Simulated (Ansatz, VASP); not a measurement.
**H in VASP and in Ansatz**

```
CELL_PARAMETERS angstrom
12.00000 0.00000 0.00000
0.00000 12.20000 0.00000
0.00000 0.00000 12.40000
ATOMIC_POSITIONS crystal
H 0.50000 0.50000 0.47011
H 0.50000 0.50000 0.52989
```

Alike in both runs: functional r2SCAN; k mesh 1 × 1 × 1; occupations gaussian, width 0.01 eV; no spin polarisation.

Ansatz relaxed the structure, and its values are those at the end. VASP's run is a single point on that final structure, the one shown.

|  | VASP | Ansatz |
| --- | --- | --- |
| version | VASP 6.6.1 | Ansatz 0.2.0 |
| potentials or method | VASP PAW PBE potentials, release 64 (H), cutoff 440 eV | scalar-relativistic, plane waves, PAW |
| valence electrons in the cell | 2 | 2 |

Ansatz gave:

* gap on the k mesh at the Fermi level (eV): 10.90
* rms of the force components (eV/Å): 0.000

Q: What did VASP give for the same quantities?

A: gap on the k mesh at the Fermi level (eV): 10.85; rms of the force components (eV/Å): 0.010.

VASP's potentials were made for PBE, not for r2SCAN. Ansatz's warnings: stress scf threshold loose.
